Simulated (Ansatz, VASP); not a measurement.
## One calculation of CaO, two programs

File POSCAR:

```
CaO
1.0
    0.0000000000      2.4247166600      2.4247166600
    2.4247166600      0.0000000000      2.4247166600
    2.4247166600      2.4247166600      0.0000000000
Ca O
1 1
Direct
    0.0000000000      0.0000000000      0.0000000000
    0.5000000000      0.5000000000      0.5000000000
```

The input INCAR.step1:

```
PREC = Accurate
ENCUT = 520
ISMEAR = -1
SIGMA = 0.1
LREAL = F
LASPH = T
NELM = 60
NBANDS = 15
GGA = PE
ALGO = Normal
EDIFF = 1E-4
LWAVE = T
LCHARG = F
```

INCAR.step2

```
PREC = Accurate
ENCUT = 520
EDIFF = 1E-6
ISMEAR = -1
SIGMA = 0.1
LREAL = F
LASPH = T
NELM = 60
ALGO = Normal
ISIF = 2
LWAVE = F
LCHARG = F
METAGGA = R2SCAN
LMIXTAU = T
NBANDS = 15
ISTART = 1
```

The input KPOINTS:

```
Automatic mesh
0
Gamma
  9 9 9
```

Input for Ansatz:

```yaml
crystal:
  lattice:
    - [0.0, 2.42471666, 2.42471666]
    - [2.42471666, 0.0, 2.42471666]
    - [2.42471666, 2.42471666, 0.0]
  atoms:
    - { symbol: Ca, position: [0.0, 0.0, 0.0] }
    - { symbol: O, position: [0.5, 0.5, 0.5] }
  symmetry: { tolerance: 0.0003 }
kpoints:
  mp_grid: { grid: [9, 9, 9], shift: [0, 0, 0] }
  band_path:
    path:
      - [0.0, 0.0, 0.0]
      - [0.5, 0.0, 0.5]
      - [0.625, 0.25, 0.625]
      - [0.375, 0.375, 0.75]
      - [0.0, 0.0, 0.0]
      - [0.5, 0.5, 0.5]
      - [0.5, 0.25, 0.75]
      - [0.5, 0.0, 0.5]
    npoints: 8
magnetization:
  spin_polarized: false
scf:
  occupations: { method: fermi_dirac }
  lower_state_search: "off"
  max_iter: 200
hamiltonian:
  pseudopotentials: { kind: paw }
  xc: r2scan
basis:
  ecutwfc: 500
  fft_grid_basis: typed
output:
  forces: true
  stress: true
  eigenvalues: true
  bader: true
  populations: true
  elf: true
  write_potential: true
  volumetric_format: npy
  dos:
    e_range: [-12, 8]
    de: 0.05
    projected: { site_lists: { Ca: [Ca], O: [O] } }
checkpoint:
  read: saved_state
```

Alike in both runs: task single point; functional r2SCAN; k mesh 9 × 9 × 9; no spin polarisation.

|  | VASP | Ansatz |
| --- | --- | --- |
| version | VASP 6.6.1 | Ansatz 0.2.0 |
| potentials or method | VASP PAW PBE potentials, release 64 (Ca_sv, O), cutoff 520 eV | PAW plane waves |
| occupations | fermi-dirac, width 0.1 eV | fermi-dirac |
| valence electrons in the cell | 16 | 16 |

VASP gave:

```
gap on the k mesh at the Fermi level (eV) : 4.25
pressure (GPa)                            : -2.8
```

Problem. What did Ansatz give for the same quantities?

Solution. gap on the k mesh at the Fermi level (eV): 4.26; pressure (GPa): -3.7.

VASP's potentials were made for PBE, not for r2SCAN.
